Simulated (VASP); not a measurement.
A run of VASP 6.6.1:

The input INCAR:

```
SYSTEM = NbP
ALGO = Normal
EDIFF = 1E-6
ENCUT = 500
GGA = PS
GGA_COMPAT = .False.
ISIF = 2
ISMEAR = 0
LASPH = .True.
LCHARG = .False.
LREAL = .False.
LWAVE = .False.
NBANDS = 26
NELM = 120
PREC = Accurate
SIGMA = 0.05
```

Contents of KPOINTS:

```
k-points
0
Gamma
  10 10 8
  0 0 0
```

Contents of POSCAR:

```
NbP
1.0
    3.3162886790      0.0000000000      0.0000000000
   -1.6581443395      2.8719902423      0.0000000000
    0.0000000000      0.0000000000      6.7163979592
Nb P
2 2
Direct
    0.0000000000      0.0000000000      0.0000000000
    0.0000000000      0.0000000000      0.5000000000
    0.3333333333      0.6666666667      0.2500000000
    0.6666666667      0.3333333333      0.7500000000
```

Potentials or basis: VASP PAW PBE potentials, release 64 (Nb_sv, P).

Launch:

```sh
$ cat potpaw_PBE.64/Nb_sv/POTCAR potpaw_PBE.64/P/POTCAR > POTCAR
$ mpirun -np 1 vasp_std > vasp.out
```

Hardware: 1 thread of AMD EPYC 9R45 96-Core Processor (Zen 5) (shared host).

Task: How long does it take, and how much memory?

Result: It took 56 s on 1 thread of AMD EPYC 9R45 96-Core Processor (Zen 5), with other jobs on the host, peak memory 0.2 GiB. Counts: scf iterations 13, k points 70.
